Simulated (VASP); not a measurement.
# Pb (Im-3m) in VASP: notebook

Pb is run at these levels: PBEsol; tasks: electric field gradients.

All numbers are computed with VASP 6.6.1; they aren't measurements. Logs are shortened: lines on timing, memory, paths and dates and some standing lists are left out, and cuts for length are marked.

**1. The cell of the first run**

Symmetry: Im-3m, No. 229, cubic system. Conventional cell: a = 3.959 Å, b = 3.959 Å, c = 3.959 Å, α = 90.00°, β = 90.00°, γ = 90.00°. Within 4.5 Å of Pb (site symmetry m-3m) lie 14 Pb at 3.43 to 3.96 Å.

This isn't the form of Pb at room conditions, which is fcc.

**2. Electric field gradients, PBEsol**

The input, INCAR:

```
PREC = Accurate ; ENCUT = 400
EDIFF = 1E-8 ; ISMEAR = -1
SIGMA = 0.08 ; LREAL = F
LASPH = T ; NELM = 120
ALGO = Normal ; ISIF = 2
LWAVE = F ; LCHARG = F
GGA = PS ; LEFG = T
NBANDS = 13 ; GGA_COMPAT = F
```

The input, KPOINTS:

```
regular mesh
0
Gamma
  4 4 4
```

The input, POSCAR:

```
Pb
1.0
   -1.9796595667      1.9796595667      1.9796595667
    1.9796595667     -1.9796595667      1.9796595667
    1.9796595667      1.9796595667     -1.9796595667
Pb
1
Direct
    0.0000000000      0.0000000000      0.0000000000
```

Potentials or basis: VASP PAW PBE potentials, release 64 (Pb_d).

Command:

```sh
cat potpaw_PBE.64/Pb_d/POTCAR > POTCAR
mpirun -np 1 vasp_std > vasp.out
```

OUTCAR:

```text
PREC = Accurate
   ENCUT = 400
   EDIFF = 1E-8
   ISMEAR = -1
   LREAL = F
   LASPH = T
   NELM = 120
   ISIF = 2
   GGA = PS

 ion  position               nearest neighbor table
   1  0.000  0.000  0.000-

  LATTYP: Found a body centered cubic cell.
 ALAT       =     3.9593191334

  Lattice vectors:

 A1 = (  -1.9796595667,   1.9796595667,   1.9796595667)
 A2 = (   1.9796595667,  -1.9796595667,   1.9796595667)
 A3 = (   1.9796595667,   1.9796595667,  -1.9796595667)

Analysis of symmetry for initial positions (statically):
=====================================================================
 Subroutine PRICEL returns:
 Original cell was already a primitive cell.

 Routine SETGRP: Setting up the symmetry group for a
 body centered cubic supercell.

 Subroutine GETGRP returns: Found 48 space group operations
 (whereof 48 operations were pure point group operations)
 out of a pool of 48 trial point group operations.

The static configuration has the point symmetry O_h .

Analysis of symmetry for dynamics (positions and initial velocities):
=====================================================================
 Subroutine PRICEL returns:
 Original cell was already a primitive cell.

 Routine SETGRP: Setting up the symmetry group for a
 body centered cubic supercell.

 Subroutine GETGRP returns: Found 48 space group operations
 (whereof 48 operations were pure point group operations)
 out of a pool of 48 trial point group operations.

The dynamic configuration has the point symmetry O_h .

 Subroutine INISYM returns: Found 48 space group operations
 (whereof 48 operations are pure point group operations),
 and found     1 'primitive' translations

----------------------------------------------------------------------------------------

                                     Primitive cell

  volume of cell :      31.0336

  direct lattice vectors                    reciprocal lattice vectors
    -1.979659567  1.979659567  1.979659567     0.000000000  0.252568678  0.252568678
     1.979659567 -1.979659567  1.979659567     0.252568678  0.000000000  0.252568678
     1.979659567  1.979659567 -1.979659567     0.252568678  0.252568678  0.000000000

  length of vectors
     3.428870951  3.428870951  3.428870951     0.357186050  0.357186050  0.357186050

  position of ions in fractional coordinates (direct lattice)
     0.000000000  0.000000000  0.000000000

  ion indices of the primitive-cell ions
   primitive index   ion index
                 1           1

----------------------------------------------------------------------------------------

 KPOINTS: regular mesh

Automatic generation of k-mesh.
 Grid dimensions read from file:
 generate k-points for:    4    4    4

 Generating k-lattice:

  Cartesian coordinates                     Fractional coordinates (reciprocal lattice)
     0.000000000  0.063142170  0.063142170     0.250000000  0.000000000  0.000000000
     0.063142170  0.000000000  0.063142170     0.000000000  0.250000000  0.000000000
     0.063142170  0.063142170  0.000000000     0.000000000  0.000000000  0.250000000

  Length of vectors
     0.089296513  0.089296513  0.089296513

  Shift w.r.t. Gamma in fractional coordinates (k-lattice)
     0.000000000  0.000000000  0.000000000

 Subroutine IBZKPT returns following result:
 ===========================================

 Found      8 irreducible k-points:

 Following reciprocal coordinates:
            Coordinates               Weight
  0.000000  0.000000  0.000000      1.000000
  0.250000  0.000000  0.000000     12.000000
  0.500000  0.000000  0.000000      6.000000
  0.250000  0.250000  0.000000     24.000000
  0.250000  0.250000  0.250000      2.000000
 -0.250000  0.250000  0.250000      6.000000
  0.500000  0.500000  0.250000     12.000000
  0.500000  0.500000  0.500000      1.000000
   k-points           NKPTS =      8   k-points in BZ     NKDIM =      8   number of bands    NBANDS=     13
   number of dos      NEDOS =    301   number of ions     NIONS =      1
   total plane-waves  NPLWV =  13824
   dimension x,y,z NGX =    24 NGY =   24 NGZ =   24
   dimension x,y,z NGXF=    48 NGYF=   48 NGZF=   48
   ions per type =               1
   NGX,Y,Z   is equivalent  to a cutoff of  11.64, 11.64, 11.64 a.u.
   NGXF,Y,Z  is equivalent  to a cutoff of  23.27, 23.27, 23.27 a.u.
 SYSTEM =  unknown system
   PREC   = accura    normal or accurate (medium, high low for compatibility)
   ISTART =      0    job   : 0-new  1-cont  2-samecut
   ICHARG =      2    charge: 1-file 2-atom 10-const
   ISPIN  =      1    spin polarized calculation?
   LNONCOLLINEAR =      F non collinear calculations
   LSORBIT =      F    spin-orbit coupling
   LASPH  =      T    aspherical Exc in radial PAW
   ENCUT  =  400.0 eV  29.40 Ry    5.42 a.u.   5.59  5.59  5.59*2*pi/ulx,y,z
   NELM   =    120;   NELMIN=  2; NELMDL= -5     # of ELM steps
   EDIFF  = 0.1E-07   stopping-criterion for ELM
   LREAL  =      F    real-space projection
   EDIFFG = 0.1E-06   stopping-criterion for IOM
   NSW    =      0    number of steps for IOM
   IBRION =     -1    ionic relax: 0-MD 1-quasi-New 2-CG
   NFREE  =      0    steps in history (QN), initial steepest desc. (CG)
   ISIF   =      2    stress and relaxation
   ISYM   =      2    0-nonsym 1-usesym 2-fastsym
   POTIM  = 0.5000    time-step for ionic-motion
   TEBEG  =    0.0;   TEEND  =   0.0 temperature during run
   PSTRESS=    0.0 pullay stress
   NELECT =      14.0000    total number of electrons
   NUPDOWN=      -1.0000    fix difference up-down
   EMIN   =  10.00;   EMAX   =-10.00  energy-range for DOS
   EFERMI =   0.00;   METHOD = LEGACY
   ISMEAR =    -1;   SIGMA  =   0.08  broadening in eV -4-tet -1-fermi 0-gaus
   EFERMI_NEDOS =   21; number of points for ismear=-14 and -15
   IALGO  =     38    algorithm
   IMIX   =      4    mixing-type and parameters
     AMIX     =   0.40;   BMIX     =  1.00
     AMIX_MAG =   1.60;   BMIX_MAG =  1.00
  volume/ion in A,a.u.               =      31.03       209.42
  Fermi-wavevector in a.u.,A,eV,Ry     =   1.255568  2.372680 21.448927  1.576452
  Thomas-Fermi vector in A             =   2.389319
   LORBIT       =      0    0 simple, 1 ext, 2 COOP (PROOUT), +10 PAW based schemes
   GGA     = PS    functional components
   LHFCALC =     F    Hartree Fock is set to
   AEXX    =    0.0000 exact exchange contribution
   IVDW    =     0    specifies the selected vdW correction
   LEPSILON=     F    determine dielectric tensor
   LRPA    =     F    only Hartree local field effects (RPA)
 non-spin polarized calculation
  energy-cutoff  :      400.00
  volume of cell :       31.03
 maximum number of plane-waves:       586
 NGX is ok and might be reduce to    24
   NGX = 11   NGY = 11   NGZ = 11

 number of electron      13.9999993 magnetization

 Free energy of the ion-electron system (eV)
  ---------------------------------------------------
  ext. energy  EPLUGINS =         0.00000000
  ---------------------------------------------------
  free energy    TOTEN  =        -3.77944335 eV

  energy without entropy =       -3.73799430  energy(sigma->0) =       -3.75871882

 E-fermi :   7.0686     XC(G=0): -10.2441

 val. band max:        7.0552357232   @ k =   0.2500   0.2500   0.0000
 cond. band min:       7.8641604219   @ k =   0.2500   0.0000   0.0000
 fundamental gap:      0.8089246986
 Fermi energy:         7.0686080473

 k-point     1 :       0.0000    0.0000    0.0000
  band No.  band energies     occupation
      1     -10.2346      2.00000
      2     -10.2346      2.00000
      3     -10.2346      2.00000
      4     -10.0085      2.00000
      5     -10.0085      2.00000
      6      -4.7887      2.00000
      7      14.2600      0.00000
      8      14.2600      0.00000
      9      14.2600      0.00000
     10      17.9119      0.00000
     11      17.9119      0.00000
     12      17.9119      0.00000
     13      18.3281      0.00000

 k-point     2 :       0.2500    0.0000    0.0000
  band No.  band energies     occupation
      1     -10.2745      2.00000
      2     -10.2046      2.00000
      3     -10.0564      2.00000
      4     -10.0391      2.00000
      5     -10.0123      2.00000
      6      -3.5545      2.00000
      7       7.8642      0.00010
      8      11.7841      0.00000
      9      12.9530      0.00000
     10      15.1874      0.00000
     11      16.3817      0.00000
[... 83 lines left out ...]
 k-point     8 :       0.5000    0.5000    0.5000
  band No.  band energies     occupation
      1     -10.2845      2.00000
      2     -10.2845      2.00000
      3      -9.9041      2.00000
      4      -9.9041      2.00000
      5      -9.9041      2.00000
      6       1.5539      2.00000
      7       6.4728      1.99883
      8       6.4728      1.99883
      9       6.4728      1.99883
     10      11.3832      0.00000
     11      11.3832      0.00000
     12      23.2302      0.00000
     13      25.9231      0.00000

------------------------ aborting loop because EDIFF is reached ----------------------------------------

  FORCE on cell =-STRESS in cart. coord.  units (eV):
  Direction    XX          YY          ZZ          XY          YZ          ZX
  --------------------------------------------------------------------------------------
  -------------------------------------------------------------------------------------
  Total       -0.5513658     -0.5513658     -0.5513658      0.0000000      0.0000000      0.0000000
  in kB      -28.4655025    -28.4655025    -28.4655025      0.0000000      0.0000000      0.0000000
  external PRESSURE =     -28.4655025 kB  Pullay stress =       0.0000000 kB

 VOLUME and BASIS-vectors are now :
 -----------------------------------------------------------------------------
  energy-cutoff  :      400.00
  volume of cell :       31.03
      direct lattice vectors                 reciprocal lattice vectors
    -1.979659567  1.979659567  1.979659567     0.000000000  0.252568678  0.252568678
     1.979659567 -1.979659567  1.979659567     0.252568678  0.000000000  0.252568678
     1.979659567  1.979659567 -1.979659567     0.252568678  0.252568678  0.000000000

 POSITION                                       TOTAL-FORCE (eV/Angst)
 -----------------------------------------------------------------------------------
      0.00000      0.00000      0.00000        -0.000000     -0.000000      0.000000
 -----------------------------------------------------------------------------------
    total drift:                                0.000000      0.000000      0.000000

  FREE ENERGIE OF THE ION-ELECTRON SYSTEM (eV)
  ---------------------------------------------------
  free  energy   TOTEN  =        -3.7794433484 eV

  energy  without entropy=       -3.7379942973  energy(sigma->0) =       -3.75871882

 Electric field gradients (V/A^2)
---------------------------------------------------------------------
 ion       V_xx      V_yy      V_zz      V_xy      V_xz      V_yz
---------------------------------------------------------------------
   1       0.000     0.000     0.000    -0.001    -0.001    -0.001
---------------------------------------------------------------------

 Electric field gradients after diagonalization (V/A^2)
 (convention: |V_zz| > |V_xx| > |V_yy|)
----------------------------------------------------------------------
 ion       V_xx      V_yy      V_zz     asymmetry (V_yy - V_xx)/ V_zz
----------------------------------------------------------------------
   1       0.001     0.001    -0.003       0.000
----------------------------------------------------------------------

           NMR quadrupolar parameters

 Cq : quadrupolar parameter    Cq=e*Q*V_zz/h
 eta: asymmetry parameters     (V_yy - V_xx)/ V_zz
 Q  : nuclear electric quadrupole moment in mb (millibarn)
----------------------------------------------------------------------
 ion       Cq(MHz)       eta       Q (mb)
----------------------------------------------------------------------
   1      -0.000       0.000       1.000
----------------------------------------------------------------------
```

Wall time 4.6 s (1 thread of Intel Xeon 8259CL, shared host); peak memory 0.13 GiB.

What came out:

```yaml
Free_energy: -3.7794 eV
Pressure: -2.8 GPa
Band_gap_on_the_k_mesh: zero (bands 7 and 8 overlap by 8.44 eV)
Largest_electric_field_gradient_by_atom: under 0.05 V/Å² on every atom
```

Levels at points of the mesh, in eV from the Fermi level:
| k point | band 3 | band 4 | band 5 | band 6 | band 7 | band 8 | band 9 | band 10 | band 11 | band 12 |
| --- | --- | --- | --- | --- | --- | --- | --- | --- | --- | --- |
| (0.00, 0.00, 0.00) | -17.30 | -17.08 | -17.08 | -11.86 | 7.19 | 7.19 | 7.19 | 10.84 | 10.84 | 10.84 |
| (0.50, 0.00, 0.00) | -17.09 | -17.08 | -16.94 | -8.13 | -4.19 | 3.14 | 4.84 | 7.19 | 8.61 | 13.55 |
| (0.50, 0.50, 0.50) | -16.97 | -16.97 | -16.97 | -5.51 | -0.60 | -0.60 | -0.60 | 4.31 | 4.31 | 16.16 |

Caveat: the k points lie up to 0.56 Å⁻¹ apart, too coarse for converged energies and pressures of a metal; the PAW data sets were made with another functional, which shifts forces and pressure a little; spin-orbit coupling is left out, which moves the levels of the heavy elements.

**3. Electric field gradients, PBEsol**

The input, INCAR:

```
SYSTEM = Pb
PREC     = Accurate       ! precision mode
ENCUT    = 400            ! plane-wave cutoff, eV
EDIFF    = 1E-8           ! SCF threshold, eV
ISMEAR   = -1             ! smearing method
SIGMA    = 0.08           ! smearing width, eV
LREAL    = .FALSE.        ! projectors in reciprocal space
LASPH    = .TRUE.         ! aspherical terms in the spheres
NELM     = 120            ! most SCF steps
ALGO     = Normal         ! electronic algorithm
ISIF     = 2              ! what is computed and relaxed
LWAVE    = .FALSE.        ! write WAVECAR
LCHARG   = .FALSE.        ! write CHGCAR
GGA      = PS             ! functional
LEFG     = .TRUE.       
NBANDS   = 13             ! bands
GGA_COMPAT= .FALSE.
```

The input, KPOINTS:

```
regular mesh
0
G
  6 6 6
  0 0 0
```

POSCAR is that of step 2.

Potentials or basis: VASP PAW PBE potentials, release 64 (Pb_d).

Command:

```sh
cat potpaw_PBE.64/Pb_d/POTCAR > POTCAR
mpirun -np 1 vasp_std > vasp.out
```

OUTCAR:

```text
SYSTEM = Pb
   PREC = Accurate
   ENCUT = 400
   EDIFF = 1E-8
   ISMEAR = -1
   LREAL = .FALSE.
   LASPH = .TRUE.
   NELM = 120
   ISIF = 2
   GGA = PS

 ion  position               nearest neighbor table
   1  0.000  0.000  0.000-

  LATTYP: Found a body centered cubic cell.
 ALAT       =     3.9593191334

  Lattice vectors:

 A1 = (  -1.9796595667,   1.9796595667,   1.9796595667)
 A2 = (   1.9796595667,  -1.9796595667,   1.9796595667)
 A3 = (   1.9796595667,   1.9796595667,  -1.9796595667)

[... 449 lines left out ...]
    total drift:                               -0.000000      0.000000      0.000000

  FREE ENERGIE OF THE ION-ELECTRON SYSTEM (eV)
  ---------------------------------------------------
  free  energy   TOTEN  =        -3.9667434998 eV

  energy  without entropy=       -3.9591405919  energy(sigma->0) =       -3.96294205

 Electric field gradients (V/A^2)
---------------------------------------------------------------------
 ion       V_xx      V_yy      V_zz      V_xy      V_xz      V_yz
---------------------------------------------------------------------
   1      -0.000    -0.000     0.000    -0.001    -0.001    -0.001
---------------------------------------------------------------------

 Electric field gradients after diagonalization (V/A^2)
 (convention: |V_zz| > |V_xx| > |V_yy|)
----------------------------------------------------------------------
 ion       V_xx      V_yy      V_zz     asymmetry (V_yy - V_xx)/ V_zz
----------------------------------------------------------------------
   1       0.001     0.001    -0.003       0.000
----------------------------------------------------------------------

           NMR quadrupolar parameters

 Cq : quadrupolar parameter    Cq=e*Q*V_zz/h
 eta: asymmetry parameters     (V_yy - V_xx)/ V_zz
 Q  : nuclear electric quadrupole moment in mb (millibarn)
----------------------------------------------------------------------
 ion       Cq(MHz)       eta       Q (mb)
----------------------------------------------------------------------
   1      -0.000       0.000       1.000
----------------------------------------------------------------------
```

Run time: 5.9 s. Hardware: 1 thread of Intel Xeon 8259CL, shared host; peak memory 0.13 GiB.

Results:

```
Free energy                             : -3.9667 eV
Pressure                                : -1.9 GPa
Band gap on the k mesh                  : zero (bands 7 and 8 overlap by 9.45 eV)
Largest electric field gradient by atom : under 0.05 V/Å² on every atom
```

Caveat: the k points lie up to 0.37 Å⁻¹ apart, too coarse for converged energies and pressures of a metal; the PAW data sets were made with another functional, which shifts forces and pressure a little; spin-orbit coupling is left out, which moves the levels of the heavy elements.

The gap in the log of VASP goes by the Fermi energy; the results here count the filled bands.